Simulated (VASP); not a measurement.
# N (Pa-3) in VASP: a series of runs

The runs below take N through single point, with LDA, PBEsol.

Everything below comes from runs of VASP 6.6.1. Logs are shortened: lines on timing, memory, paths and dates and some standing lists are left out, and cuts for length are marked.

## 1. The cell of the first run

Symmetry: Pa-3, No. 205, cubic system. Conventional cell: a = 5.561 Å, b = 5.561 Å, c = 5.561 Å, α = 90.00°, β = 90.00°, γ = 90.00°. Within 1.5 Å of N (site symmetry 3) lie 1 N at 1.11 Å.

## 2. Single point, LDA

INCAR reads:

```
SYSTEM = N
ALGO = Normal
EDIFF = 1E-6
ENCUT = 520
GGA = CA
ISIF = 2
ISMEAR = 0
LASPH = .True.
LCHARG = .False.
LREAL = .False.
LWAVE = .False.
NBANDS = 30
NELM = 100
PREC = Accurate
SIGMA = 0.01
```

KPOINTS reads:

```
k-points
0
Gamma
  6 6 6
  0 0 0
```

POSCAR reads:

```
N
1.0
    5.5605176600      0.0000000000      0.0000000000
    0.0000000000      5.5605176600      0.0000000000
    0.0000000000      0.0000000000      5.5605176600
N
8
Direct
    0.0573973300      0.4426026700      0.5573973300
    0.4426026700      0.5573973300      0.0573973300
    0.5573973300      0.0573973300      0.4426026700
    0.9426026700      0.9426026700      0.9426026700
    0.9426026700      0.5573973300      0.4426026700
    0.5573973300      0.4426026700      0.9426026700
    0.4426026700      0.9426026700      0.5573973300
    0.0573973300      0.0573973300      0.0573973300
```

Potentials or basis: VASP PAW LDA potentials, release 64 (N).

Launch:

```console
$ cat potpaw_LDA.64/N/POTCAR > POTCAR
$ mpirun -np 1 vasp_std > vasp.out
```

OUTCAR:

```text
SYSTEM = N
   EDIFF = 1E-6
   ENCUT = 520
   GGA = CA
   ISIF = 2
   ISMEAR = 0
   LASPH = .True.
   LREAL = .False.
   NELM = 100
   PREC = Accurate

 ion  position               nearest neighbor table
   1  0.057  0.443  0.557-   5 1.11
   2  0.443  0.557  0.057-   6 1.11
   3  0.557  0.057  0.443-   7 1.11
   4  0.943  0.943  0.943-   8 1.11
   5  0.943  0.557  0.443-   1 1.11
   6  0.557  0.443  0.943-   2 1.11
   7  0.443  0.943  0.557-   3 1.11
   8  0.057  0.057  0.057-   4 1.11

  LATTYP: Found a simple cubic cell.
 ALAT       =     5.5605176600

  Lattice vectors:

 A1 = (   5.5605176600,   0.0000000000,   0.0000000000)
 A2 = (   0.0000000000,   5.5605176600,   0.0000000000)
 A3 = (   0.0000000000,   0.0000000000,   5.5605176600)

Analysis of symmetry for initial positions (statically):
=====================================================================
 Subroutine PRICEL returns:
 Original cell was already a primitive cell.

 Routine SETGRP: Setting up the symmetry group for a
 simple cubic supercell.

 Subroutine GETGRP returns: Found 24 space group operations
 (whereof  6 operations were pure point group operations)
 out of a pool of 48 trial point group operations.

The static configuration has the point symmetry S_6 .
 The point group associated with its full space group is T_h .

Analysis of symmetry for dynamics (positions and initial velocities):
=====================================================================
 Subroutine PRICEL returns:
 Original cell was already a primitive cell.

 Routine SETGRP: Setting up the symmetry group for a
 simple cubic supercell.

 Subroutine GETGRP returns: Found 24 space group operations
 (whereof  6 operations were pure point group operations)
 out of a pool of 48 trial point group operations.

The dynamic configuration has the point symmetry S_6 .
 The point group associated with its full space group is T_h .

 Subroutine INISYM returns: Found 24 space group operations
 (whereof  6 operations are pure point group operations),
 and found     1 'primitive' translations

----------------------------------------------------------------------------------------

[... 104 lines left out ...]
   LREAL  =      F    real-space projection
   EDIFFG = 0.1E-04   stopping-criterion for IOM
   NSW    =      0    number of steps for IOM
   IBRION =     -1    ionic relax: 0-MD 1-quasi-New 2-CG
   NFREE  =      0    steps in history (QN), initial steepest desc. (CG)
   ISIF   =      2    stress and relaxation
   ISYM   =      2    0-nonsym 1-usesym 2-fastsym
   POTIM  = 0.5000    time-step for ionic-motion
   TEBEG  =    0.0;   TEEND  =   0.0 temperature during run
   PSTRESS=    0.0 pullay stress
   NELECT =      40.0000    total number of electrons
   NUPDOWN=      -1.0000    fix difference up-down
   EMIN   =  10.00;   EMAX   =-10.00  energy-range for DOS
   EFERMI =   0.00;   METHOD = LEGACY
   ISMEAR =     0;   SIGMA  =   0.01  broadening in eV -4-tet -1-fermi 0-gaus
   EFERMI_NEDOS =   21; number of points for ismear=-14 and -15
   IALGO  =     38    algorithm
   IMIX   =      4    mixing-type and parameters
     AMIX     =   0.40;   BMIX     =  1.00
     AMIX_MAG =   1.60;   BMIX_MAG =  1.00
  volume/ion in A,a.u.               =      21.49       145.03
  Fermi-wavevector in a.u.,A,eV,Ry     =   1.006884  1.902736 13.793806  1.013816
  Thomas-Fermi vector in A             =   2.139655
   LORBIT       =      0    0 simple, 1 ext, 2 COOP (PROOUT), +10 PAW based schemes
   GGA     = CA    functional components
   LHFCALC =     F    Hartree Fock is set to
   AEXX    =    0.0000 exact exchange contribution
   IVDW    =     0    specifies the selected vdW correction
   LEPSILON=     F    determine dielectric tensor
   LRPA    =     F    only Hartree local field effects (RPA)
 non-spin polarized calculation
 Gauss-broadening in eV      SIGMA  =   0.01
  energy-cutoff  :      520.00
  volume of cell :      171.93
 maximum number of plane-waves:      4680
 NGX is ok and might be reduce to    42
   NGX = 21   NGY = 21   NGZ = 21

 number of electron      40.0000006 magnetization

 Free energy of the ion-electron system (eV)
  ---------------------------------------------------
  ext. energy  EPLUGINS =         0.00000000
  ---------------------------------------------------
  free energy    TOTEN  =       -70.39387227 eV

  energy without entropy =      -70.39387227  energy(sigma->0) =      -70.39387227

 E-fermi :  -6.4328     XC(G=0):  -7.1886

 val. band max:       -6.4971351400   @ k =   0.5000   0.0000   0.0000
 cond. band min:       0.5529952988   @ k =   0.0000   0.0000   0.0000
 fundamental gap:      7.0501304388
 Fermi energy:        -6.4327814047

 k-point     1 :       0.0000    0.0000    0.0000
  band No.  band energies     occupation
      1     -24.7159      2.00000
      2     -24.6477      2.00000
      3     -24.6477      2.00000
      4     -24.6477      2.00000
      5      -9.9263      2.00000
      6      -9.9263      2.00000
[... 781 lines left out ...]
     29       5.9819      0.00000
     30       5.9819      0.00000

------------------------ aborting loop because EDIFF is reached ----------------------------------------

  FORCE on cell =-STRESS in cart. coord.  units (eV):
  Direction    XX          YY          ZZ          XY          YZ          ZX
  --------------------------------------------------------------------------------------
  -------------------------------------------------------------------------------------
  Total       -1.2550001     -1.2550001     -1.2550001      0.0000000      0.0000000     -0.0000000
  in kB      -11.6952271    -11.6952271    -11.6952271      0.0000000      0.0000000     -0.0000000
  external PRESSURE =     -11.6952271 kB  Pullay stress =       0.0000000 kB

 VOLUME and BASIS-vectors are now :
 -----------------------------------------------------------------------------
  energy-cutoff  :      520.00
  volume of cell :      171.93
      direct lattice vectors                 reciprocal lattice vectors
     5.560517660  0.000000000  0.000000000     0.179839371  0.000000000  0.000000000
     0.000000000  5.560517660  0.000000000     0.000000000  0.179839371  0.000000000
     0.000000000  0.000000000  5.560517660     0.000000000  0.000000000  0.179839371

 POSITION                                       TOTAL-FORCE (eV/Angst)
 -----------------------------------------------------------------------------------
      0.31916      2.46110      3.09942        -0.216612      0.216612     -0.216612
      2.46110      3.09942      0.31916         0.216612     -0.216612     -0.216612
      3.09942      0.31916      2.46110        -0.216612     -0.216612      0.216612
      5.24136      5.24136      5.24136         0.216612      0.216612      0.216612
      5.24136      3.09942      2.46110         0.216612     -0.216612      0.216612
      3.09942      2.46110      5.24136        -0.216612      0.216612      0.216612
      2.46110      5.24136      3.09942         0.216612      0.216612     -0.216612
      0.31916      0.31916      0.31916        -0.216612     -0.216612     -0.216612
 -----------------------------------------------------------------------------------
    total drift:                               -0.000000      0.000000      0.000000

  FREE ENERGIE OF THE ION-ELECTRON SYSTEM (eV)
  ---------------------------------------------------
  free  energy   TOTEN  =       -70.3938722750 eV

  energy  without entropy=      -70.3938722750  energy(sigma->0) =      -70.39387227
```

stdout:

```text
POSCAR found type information on POSCAR N
 POSCAR found :  1 types and       8 ions
 scaLAPACK will be used
 LDA part: xc-table for (Slater(with rela. corr.)+CA(PZ))
 , standard interpolation
 POSCAR, INCAR and KPOINTS ok, starting setup
 FFT: planning ... GRIDC
 FFT: planning ... GRID_SOFT
 FFT: planning ... GRID
 WAVECAR not read
 entering main loop
```

It took 97 s on 1 thread of Intel Xeon Platinum 8375C at 2.90GHz (Ice Lake), shared host; peak memory 0.24 GiB.

Results:

```yaml
Free_energy: -70.3939 eV
Pressure: -1.2 GPa
Largest_force: 0.375 eV/Å
Band_gap_on_the_k_mesh: 7.05 eV, indirect (least direct gap 7.08 eV)
```

Forces in eV/Å, atoms in the order of the input:
```
N   -0.217  0.217 -0.217
N    0.217 -0.217 -0.217
N   -0.217 -0.217  0.217
N    0.217  0.217  0.217
N    0.217 -0.217  0.217
N   -0.217  0.217  0.217
N    0.217  0.217 -0.217
N   -0.217 -0.217 -0.217
```

Caveat: the standard files for N, O and F lose accuracy on very short bonds. A k mesh can miss the band edges.

## 3. Single point, PBEsol

INCAR reads:

```
SYSTEM = N
  PREC = Accurate
  ENCUT = 520
  EDIFF = 1E-7
  ISMEAR = 0
  SIGMA = 0.01
  LREAL = .FALSE.
  LASPH = .TRUE.
  NELM = 80
  ALGO = Normal
  ISIF = 2
  LWAVE = .FALSE.
  LCHARG = .FALSE.
  GGA = PS
  NBANDS = 30
```

KPOINTS reads:

```
Automatic mesh
0
G
  6 6 6
  0 0 0
```

POSCAR is that of step 2.

Potentials or basis: VASP PAW PBE potentials, release 64 (N).

Launch:

```console
$ cat potpaw_PBE.64/N/POTCAR > POTCAR
$ mpirun -np 1 vasp_std > vasp.out
```

It took 2.5 min on 1 thread of Intel Xeon Platinum 8375C at 2.90GHz (Ice Lake), shared host; peak memory 0.27 GiB.

The run converged. Its results:

```yaml
Free_energy: -68.2508 eV
Pressure: 1.4 GPa
Largest_force: 0.855 eV/Å
Band_gap_on_the_k_mesh: 7.19 eV, indirect (least direct gap 7.22 eV)
```

Forces on the atoms (eV/Å):
```
N    0.493 -0.493  0.493
N   -0.493  0.493  0.493
N    0.493  0.493 -0.493
N   -0.493 -0.493 -0.493
N   -0.493  0.493 -0.493
N    0.493 -0.493 -0.493
N   -0.493 -0.493  0.493
N    0.493  0.493  0.493
```

Levels at points of the mesh, in eV from the valence-band top:
```tsv
k point	band 16	band 17	band 18	band 19	band 20	band 21	band 22	band 23	band 24	band 25
(0.00, 0.00, 0.00)	-1.44	-0.99	-0.03	-0.03	-0.03	7.19	7.19	7.19	8.09	8.09
(0.50, 0.00, 0.00)	-1.55	-0.33	-0.33	0.00	0.00	7.47	7.47	7.84	7.84	7.95
(0.50, 0.50, 0.00)	-1.52	-0.17	-0.17	-0.17	-0.17	7.84	7.84	7.84	7.84	8.00
(0.50, 0.50, 0.50)	-1.44	-0.26	-0.26	-0.26	-0.26	7.84	7.84	7.84	7.84	8.04
```

Caveat: the standard files for N, O and F lose accuracy on very short bonds; the PAW data sets were made with another functional, which shifts forces and pressure a little. A k mesh can miss the band edges.

## 4. Single point, PBEsol (volume scaled by 0.94)

INCAR reads:

```
SYSTEM = N
  PREC = Accurate
  ENCUT = 520
  EDIFF = 1E-7
  ISMEAR = -1
  SIGMA = 0.05
  LREAL = .FALSE.
  LASPH = .TRUE.
  NELM = 60
  ALGO = Normal
  ISIF = 2
  LWAVE = .FALSE.
  LCHARG = .TRUE.
  GGA = PS
  LELF = .TRUE.
  LVHAR = .TRUE.
  NBANDS = 30
```

KPOINTS reads:

```
Automatic mesh
0
G
  5 5 5
  0 0 0
```

Changes to POSCAR since step 3:

```diff
@@ -2,5 +2,5 @@
 1.0
-    5.5605176600      0.0000000000      0.0000000000
-    0.0000000000      5.5605176600      0.0000000000
-    0.0000000000      0.0000000000      5.5605176600
+    5.4470058570      0.0000000000      0.0000000000
+    0.0000000000      5.4470058570      0.0000000000
+    0.0000000000      0.0000000000      5.4470058570
 N
```

Launch:

```console
$ cat potpaw_PBE.64/N/POTCAR > POTCAR
$ mpirun -np 1 vasp_std > vasp.out
```

Wall time 65 s (1 thread of Intel Xeon 6975P-C, shared host); peak memory 0.24 GiB.

The run converged. Its results:

```
Free energy            : -67.9639 eV
Pressure               : 7.2 GPa
Largest force          : 4.767 eV/Å
Band gap on the k mesh : 7.34 eV, indirect (least direct gap 7.37 eV)
```

Forces on the atoms (eV/Å):
```
N    2.753 -2.753  2.753
N   -2.753  2.753  2.753
N    2.753  2.753 -2.753
N   -2.753 -2.753 -2.753
N   -2.753  2.753 -2.753
N    2.753 -2.753 -2.753
N   -2.753 -2.753  2.753
N    2.753  2.753  2.753
```

Levels at points of the mesh, in eV from the valence-band top:
```
           k point  band 17  band 18  band 19  band 20  band 21  band 22  band 23  band 24
(0.00, 0.00, 0.00)    -1.13    -0.03    -0.03    -0.03     7.34     7.34     7.34     8.36
```

Caveat: the standard files for N, O and F lose accuracy on very short bonds; the PAW data sets were made with another functional, which shifts forces and pressure a little. A k mesh can miss the band edges.

## 5. Single point, PBEsol (volume scaled by 0.96)

INCAR reads:

```
SYSTEM = N
  ALGO = Normal
  EDIFF = 1E-6
  ENCUT = 520
  GGA = PS
  ISIF = 2
  ISMEAR = -1
  LASPH = .True.
  LCHARG = .False.
  LREAL = .False.
  LWAVE = .False.
  NBANDS = 30
  NELM = 80
  PREC = Accurate
  SIGMA = 0.05
```

KPOINTS reads:

```
k-points
0
Gamma
  5 5 5
  0 0 0
```

Changes to POSCAR since step 4:

```diff
@@ -2,5 +2,5 @@
 1.0
-    5.4470058570      0.0000000000      0.0000000000
-    0.0000000000      5.4470058570      0.0000000000
-    0.0000000000      0.0000000000      5.4470058570
+    5.4853663170      0.0000000000      0.0000000000
+    0.0000000000      5.4853663170      0.0000000000
+    0.0000000000      0.0000000000      5.4853663170
 N
```

Launch:

```console
$ cat potpaw_PBE.64/N/POTCAR > POTCAR
$ mpirun -np 1 vasp_std > vasp.out
```

Wall time 58 s (1 thread of Intel Xeon 6975P-C, shared host); peak memory 0.24 GiB.

Results (log left out):

```yaml
Free_energy: -68.1018 eV
Pressure: 5.1 GPa
Largest_force: 3.373 eV/Å
Band_gap_on_the_k_mesh: 7.29 eV, indirect (least direct gap 7.32 eV)
```

Forces on the atoms (eV/Å):
```
N    1.947 -1.947  1.947
N   -1.947  1.947  1.947
N    1.947  1.947 -1.947
N   -1.947 -1.947 -1.947
N   -1.947  1.947 -1.947
N    1.947 -1.947 -1.947
N   -1.947 -1.947  1.947
N    1.947  1.947  1.947
```

Levels at points of the mesh, in eV from the valence-band top:
| k point | band 16 | band 17 | band 18 | band 19 | band 20 | band 21 | band 22 | band 23 | band 24 | band 25 |
| --- | --- | --- | --- | --- | --- | --- | --- | --- | --- | --- |
| (0.00, 0.00, 0.00) | -1.55 | -1.08 | -0.03 | -0.03 | -0.03 | 7.29 | 7.29 | 7.29 | 8.27 | 8.27 |

Caveat: the standard files for N, O and F lose accuracy on very short bonds; the PAW data sets were made with another functional, which shifts forces and pressure a little. A k mesh can miss the band edges.

## 6. Summary

| level | potentials or basis | cell | k mesh | smearing | gap on the mesh (eV) | pressure (GPa) | largest force (eV/Å) |
| --- | --- | --- | --- | --- | --- | --- | --- |
| LDA | VASP PAW LDA potentials, release 64 (N) | a = 5.561 Å, 8 atoms | 6 × 6 × 6 | gaussian 0.01 eV | 7.05 | -1.2 | 0.38 |
| PBEsol | VASP PAW PBE potentials, release 64 (N) | a = 5.561 Å, 8 atoms | 6 × 6 × 6 | gaussian 0.01 eV | 7.19 | 1.4 | 0.85 |
| PBEsol | VASP PAW PBE potentials, release 64 (N) | a = 5.447 Å, 8 atoms | 5 × 5 × 5 | fermi-dirac 0.05 eV | 7.34 | 7.2 | 4.77 |
| PBEsol | VASP PAW PBE potentials, release 64 (N) | a = 5.485 Å, 8 atoms | 5 × 5 × 5 | fermi-dirac 0.05 eV | 7.29 | 5.1 | 3.37 |

Alike in all rows: task single point; no spin polarisation; cutoff (eV) 520.

Caveats: the standard files for N, O and F lose accuracy on very short bonds; the PAW data sets were made with another functional, which shifts forces and pressure a little (some runs).

Total energies depend on the potentials used, so only differences within one code and one set of settings carry meaning.
